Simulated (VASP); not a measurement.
# LiScCl4 in VASP: single point with PBEsol

Aim: the single point of LiScCl4 with PBEsol.

Everything below comes from runs of VASP 6.6.1. Logs are shortened: lines on timing, memory, paths and dates and some standing lists are left out, and cuts for length are marked.

## 1. The cell of the first run

The typed cell holds 6 atoms: a = 5.004 Å, b = 6.527 Å, c = 6.527 Å, α = 45.08°, β = 67.46°, γ = 67.46°.

## 2. Single point, PBEsol

Input file INCAR:

```
  ALGO = Normal
  EDIFF = 1E-7
  ENCUT = 520
  GGA = PS
  ISIF = 2
  ISMEAR = -1
  LASPH = True
  LCHARG = False
  LREAL = False
  LWAVE = False
  NBANDS = 30
  NELM = 100
  PREC = Accurate
  SIGMA = 0.05
```

Input file KPOINTS:

```
k-points
0
Gamma
  4 4 4
```

Input file POSCAR:

```
LiScCl4
1.0
    0.0058401034      3.5383348762      3.5383979608
    5.4892795825     -0.0024143319      3.5315992888
    5.4862498884      3.5358775256     -0.0067561301
Li Sc Cl
1 1 4
Direct
    0.3301689362      0.3348839104      0.1684113490
    0.0800091676      0.0847114757     -0.0814378375
    0.2993030018      0.8655198690      0.6991173218
    0.8608689991      0.3040766697      0.1378108180
    0.5657585864      0.0990252055      0.9327152154
    0.0942592879      0.5705064916      0.4043421334
```

Potentials or basis: VASP PAW PBE potentials, release 64 (Li_sv, Sc_sv, Cl).

Run with:

```
$ cat potpaw_PBE.64/Li_sv/POTCAR potpaw_PBE.64/Sc_sv/POTCAR potpaw_PBE.64/Cl/POTCAR > POTCAR
$ mpirun -np 1 vasp_std > vasp.out
```

OUTCAR:

```text
EDIFF = 1E-7
   ENCUT = 520
   GGA = PS
   ISIF = 2
   ISMEAR = -1
   LASPH = True
   LREAL = False
   NELM = 100
   PREC = Accurate

 ion  position               nearest neighbor table
   1  0.330  0.335  0.168-   3 2.52   4 2.52   4 2.52   3 2.52   6 2.59   5 2.59
   2  0.080  0.085  0.919-   4 2.41   3 2.41   5 2.51   6 2.51   6 2.51   5 2.51
   3  0.299  0.866  0.699-   2 2.41   1 2.52   1 2.52
   4  0.861  0.304  0.138-   2 2.41   1 2.52   1 2.52
   5  0.566  0.099  0.933-   2 2.51   2 2.51   1 2.59
   6  0.094  0.571  0.404-   2 2.51   2 2.51   1 2.59

  LATTYP: Found a base centered monoclinic cell.
 ALAT       =    18.5931345698
 B/A-ratio  =     0.2691320910
 C/A-ratio  =     0.2691287032
 COS(beta)  =    -0.8074130931

  Lattice vectors:

 A1 = (   5.4923092766,  -3.5407061894,   7.0699547077)
 A2 = (   5.4864691732,  -7.0790410656,   3.5315567469)
 A3 = (  -0.0030296941,   3.5382918575,  -3.5383554189)

Analysis of symmetry for initial positions (statically):
=====================================================================
 Subroutine PRICEL returns:
 Original cell was already a primitive cell.

 Routine SETGRP: Setting up the symmetry group for a
 base centered monoclinic supercell.

 Subroutine GETGRP returns: Found  1 space group operations
 (whereof  1 operations were pure point group operations)
 out of a pool of  4 trial point group operations.

The static configuration has the point symmetry C_1 .

Analysis of symmetry for dynamics (positions and initial velocities):
=====================================================================
 Subroutine PRICEL returns:
 Original cell was already a primitive cell.

 Routine SETGRP: Setting up the symmetry group for a
 base centered monoclinic supercell.

 Subroutine GETGRP returns: Found  1 space group operations
 (whereof  1 operations were pure point group operations)
 out of a pool of  4 trial point group operations.

The dynamic configuration has the point symmetry C_1 .

 Subroutine INISYM returns: Found  1 space group operations
 (whereof  1 operations are pure point group operations),
 and found     1 'primitive' translations

----------------------------------------------------------------------------------------

                                     Primitive cell

  volume of cell :     137.3395

  direct lattice vectors                    reciprocal lattice vectors
     0.005840103  3.538334876  3.538397961    -0.090922764  0.141345524  0.141420837
     5.489279583 -0.002414332  3.531599289     0.091271979 -0.141347362  0.141194198
     5.486249888  3.535877526 -0.006756130     0.091048275  0.141274956 -0.141422712

  length of vectors
     5.004009186  6.527203819  6.526975820     0.219648263  0.219648474  0.219656061

  position of ions in fractional coordinates (direct lattice)
     0.330168936  0.334883910  0.168411349
     0.080009168  0.084711476  0.918562163
     0.299303002  0.865519869  0.699117322
     0.860868999  0.304076670  0.137810818
     0.565758586  0.099025205  0.932715215
     0.094259288  0.570506492  0.404342133

  ion indices of the primitive-cell ions
   primitive index   ion index
                 1           1
                 2           2
                 3           3
                 4           4
                 5           5
                 6           6

----------------------------------------------------------------------------------------

 KPOINTS: k-points

Automatic generation of k-mesh.
 Grid dimensions read from file:
 generate k-points for:    4    4    4

 Generating k-lattice:

  Cartesian coordinates                     Fractional coordinates (reciprocal lattice)
    -0.022730691  0.035336381  0.035355209     0.250000000 -0.000000000 -0.000000000
     0.022817995 -0.035336840  0.035298549    -0.000000000  0.250000000 -0.000000000
     0.022762069  0.035318739 -0.035355678     0.000000000 -0.000000000  0.250000000

  Length of vectors
     0.054912066  0.054912119  0.054914015

  Shift w.r.t. Gamma in fractional coordinates (k-lattice)
     0.000000000  0.000000000  0.000000000

 Subroutine IBZKPT returns following result:
 ===========================================

 Found     36 irreducible k-points:

 Following reciprocal coordinates:
            Coordinates               Weight
  0.000000  0.000000  0.000000      1.000000
  0.250000  0.000000  0.000000      2.000000
  0.000000  0.250000 -0.000000      2.000000
  0.500000  0.000000  0.000000      1.000000
  0.000000  0.500000 -0.000000      1.000000
  0.250000  0.250000 -0.000000      2.000000
[... 16 lines left out ...]
  0.500000  0.500000  0.250000      2.000000
  0.250000  0.250000 -0.250000      2.000000
 [... further k-points ...]
   k-points           NKPTS =     36   k-points in BZ     NKDIM =     36   number of bands    NBANDS=     30
   number of dos      NEDOS =    301   number of ions     NIONS =      6
   total plane-waves  NPLWV = 100000
   dimension x,y,z NGX =    40 NGY =   50 NGZ =   50
   dimension x,y,z NGXF=    80 NGYF=  100 NGZF=  100
   ions per type =               1   1   4
   NGX,Y,Z   is equivalent  to a cutoff of  13.29, 12.73, 12.74 a.u.
   NGXF,Y,Z  is equivalent  to a cutoff of  26.58, 25.47, 25.47 a.u.
 SYSTEM =  unknown system
   PREC   = accura    normal or accurate (medium, high low for compatibility)
   ISTART =      0    job   : 0-new  1-cont  2-samecut
   ICHARG =      2    charge: 1-file 2-atom 10-const
   ISPIN  =      1    spin polarized calculation?
   LNONCOLLINEAR =      F non collinear calculations
   LSORBIT =      F    spin-orbit coupling
   LASPH  =      T    aspherical Exc in radial PAW
   ENCUT  =  520.0 eV  38.22 Ry    6.18 a.u.   9.30 12.14 12.14*2*pi/ulx,y,z
   NELM   =    100;   NELMIN=  2; NELMDL= -5     # of ELM steps
   EDIFF  = 0.1E-06   stopping-criterion for ELM
   LREAL  =      F    real-space projection
   EDIFFG = 0.1E-05   stopping-criterion for IOM
   NSW    =      0    number of steps for IOM
   IBRION =     -1    ionic relax: 0-MD 1-quasi-New 2-CG
   NFREE  =      0    steps in history (QN), initial steepest desc. (CG)
   ISIF   =      2    stress and relaxation
   ISYM   =      2    0-nonsym 1-usesym 2-fastsym
   POTIM  = 0.5000    time-step for ionic-motion
   TEBEG  =    0.0;   TEEND  =   0.0 temperature during run
   PSTRESS=    0.0 pullay stress
   NELECT =      42.0000    total number of electrons
   NUPDOWN=      -1.0000    fix difference up-down
   EMIN   =  10.00;   EMAX   =-10.00  energy-range for DOS
   EFERMI =   0.00;   METHOD = LEGACY
   ISMEAR =    -1;   SIGMA  =   0.05  broadening in eV -4-tet -1-fermi 0-gaus
   EFERMI_NEDOS =   21; number of points for ismear=-14 and -15
   IALGO  =     38    algorithm
   IMIX   =      4    mixing-type and parameters
     AMIX     =   0.40;   BMIX     =  1.00
     AMIX_MAG =   1.60;   BMIX_MAG =  1.00
  volume/ion in A,a.u.               =      22.89       154.47
  Fermi-wavevector in a.u.,A,eV,Ry     =   1.102959  2.084291 16.551746  1.216519
  Thomas-Fermi vector in A             =   2.239410
   LORBIT       =      0    0 simple, 1 ext, 2 COOP (PROOUT), +10 PAW based schemes
   GGA     = PS    functional components
   LHFCALC =     F    Hartree Fock is set to
   AEXX    =    0.0000 exact exchange contribution
   IVDW    =     0    specifies the selected vdW correction
   LEPSILON=     F    determine dielectric tensor
   LRPA    =     F    only Hartree local field effects (RPA)
 non-spin polarized calculation
  energy-cutoff  :      520.00
  volume of cell :      137.34
 maximum number of plane-waves:      3752
 NGX is ok and might be reduce to    40
   NGX = 19   NGY = 25   NGZ = 25

 number of electron      42.0000001 magnetization

 Free energy of the ion-electron system (eV)
  ---------------------------------------------------
  ext. energy  EPLUGINS =         0.00000000
  ---------------------------------------------------
  free energy    TOTEN  =       -28.35041103 eV

  energy without entropy =      -28.35041103  energy(sigma->0) =      -28.35041103

 E-fermi :   1.4442     XC(G=0):  -8.6145

 val. band max:        0.2361766150   @ k =   0.5000  -0.2500   0.2500
 cond. band min:       2.8229510108   @ k =   0.0000   0.0000   0.0000
 fundamental gap:      2.5867743958
 Fermi energy:         1.4442447586

 k-point     1 :       0.0000    0.0000    0.0000
  band No.  band energies     occupation
      1     -48.2711      2.00000
      2     -42.8647      2.00000
      3     -27.0235      2.00000
      4     -27.0235      2.00000
      5     -26.9108      2.00000
      6     -13.8636      2.00000
[... 22 lines left out ...]
     29       9.7308      0.00000
     30       9.8128      0.00000

 k-point     2 :       0.2500    0.0000    0.0000
  band No.  band energies     occupation
      1     -48.2710      2.00000
      2     -42.8647      2.00000
      3     -27.0300      2.00000
      4     -27.0234      2.00000
      5     -26.9108      2.00000
      6     -13.7352      2.00000
[... 22 lines left out ...]
     29       9.3956      0.00000
     30       9.6932      0.00000

 k-point     3 :       0.0000    0.2500   -0.0000
  band No.  band energies     occupation
      1     -48.2710      2.00000
      2     -42.8647      2.00000
      3     -27.0301      2.00000
      4     -27.0234      2.00000
      5     -26.9108      2.00000
      6     -13.7351      2.00000
[... 22 lines left out ...]
     29       9.3954      0.00000
     30       9.6933      0.00000

 k-point     4 :       0.5000    0.0000    0.0000
  band No.  band energies     occupation
      1     -48.2710      2.00000
      2     -42.8647      2.00000
      3     -27.0366      2.00000
      4     -27.0233      2.00000
      5     -26.9107      2.00000
      6     -13.5823      2.00000
[... 616 lines left out ...]
     29       8.8495      0.00000
     30       9.3929      0.00000

 k-point    23 :       0.5000    0.5000    0.2500
  band No.  band energies     occupation
      1     -48.2709      2.00000
      2     -42.8646      2.00000
      3     -27.0365      2.00000
      4     -27.0298      2.00000
      5     -26.9105      2.00000
      6     -13.4627      2.00000
[... 22 lines left out ...]
     29       8.8927      0.00000
     30       9.6674      0.00000

 k-point    24 :       0.2500    0.2500   -0.2500
  band No.  band energies     occupation
      1     -48.2709      2.00000
      2     -42.8646      2.00000
      3     -27.0365      2.00000
      4     -27.0298      2.00000
      5     -26.9105      2.00000
      6     -13.4625      2.00000
[... 22 lines left out ...]
     29       8.8927      0.00000
     30       9.6671      0.00000

 [... further k-points ...]

------------------------ aborting loop because EDIFF is reached ----------------------------------------

  FORCE on cell =-STRESS in cart. coord.  units (eV):
  Direction    XX          YY          ZZ          XY          YZ          ZX
  --------------------------------------------------------------------------------------
  -------------------------------------------------------------------------------------
  Total        0.0932645      0.0388094      0.0382623     -0.0024188     -0.0005521     -0.0010981
  in kB        1.0880063      0.4527436      0.4463607     -0.0282177     -0.0064410     -0.0128106
  external PRESSURE =       0.6623702 kB  Pullay stress =       0.0000000 kB

 VOLUME and BASIS-vectors are now :
 -----------------------------------------------------------------------------
  energy-cutoff  :      520.00
  volume of cell :      137.34
      direct lattice vectors                 reciprocal lattice vectors
     0.005840103  3.538334876  3.538397961    -0.090922764  0.141345524  0.141420837
     5.489279583 -0.002414332  3.531599289     0.091271979 -0.141347362  0.141194198
     5.486249888  3.535877526 -0.006756130     0.091048275  0.141274956 -0.141422712

 POSITION                                       TOTAL-FORCE (eV/Angst)
 -----------------------------------------------------------------------------------
      2.76415      1.76292      2.34981        -0.000207     -0.000159     -0.000312
      5.50493      3.53082      0.57607        -0.000345     -0.000184     -0.000470
      8.58836      3.52894      4.11100        -0.030975      0.001142     -0.000001
      2.43025      3.53259      4.11904         0.032093     -0.001398     -0.001342
      5.66399      5.29957      2.34529        -0.000041      0.001639      0.001280
      5.35054      1.76185      2.34560        -0.000524     -0.001040      0.000845
 -----------------------------------------------------------------------------------
    total drift:                                0.000308     -0.000232     -0.000023

  FREE ENERGIE OF THE ION-ELECTRON SYSTEM (eV)
  ---------------------------------------------------
  free  energy   TOTEN  =       -28.3504110320 eV

  energy  without entropy=      -28.3504110320  energy(sigma->0) =      -28.35041103
```

It took 7.6 min on 1 thread of Intel Xeon 8259CL, shared host; peak memory 0.38 GiB.

Results:

- Free energy: -28.3504 eV
- Largest force: 0.032 eV/Å
- Band gap on the k mesh: 2.59 eV (least direct gap 2.87 eV)

Forces on the atoms (eV/Å):
```
Li   0.000  0.000  0.000
Sc   0.000  0.000  0.000
Cl  -0.031  0.001  0.000
Cl   0.032 -0.001 -0.001
Cl   0.000  0.002  0.001
Cl  -0.001 -0.001  0.001
```

Levels at points of the mesh, in eV from the valence-band top:
```
           k point  band 19  band 20  band 21  band 22  band 23  band 24
(0.00, 0.00, 0.00)    -0.45    -0.28    -0.28     2.59     3.37     3.37
(0.50, 0.00, 0.00)    -0.85    -0.67    -0.53     3.36     3.61     3.89
(0.00, 0.50, 0.00)    -0.85    -0.67    -0.53     3.36     3.61     3.89
(0.50, 0.50, 0.00)    -0.48    -0.46    -0.03     3.86     4.04     4.13
(0.00, 0.00, 0.50)    -0.85    -0.67    -0.53     3.36     3.61     3.89
(0.50, 0.50, 0.50)    -0.85    -0.67    -0.53     3.36     3.61     3.89
(0.50, 0.00, 0.50)    -0.48    -0.46    -0.03     3.86     4.04     4.13
(0.00, 0.50, 0.50)    -1.10    -0.66    -0.66     2.61     3.35     3.35
```

Caveat: the cutoff is under 1.25 times the usual one of these potentials, so pressure, stress and relaxed cells hold a basis-set (Pulay) error; the PAW data sets were made with another functional, which shifts forces and pressure a little.
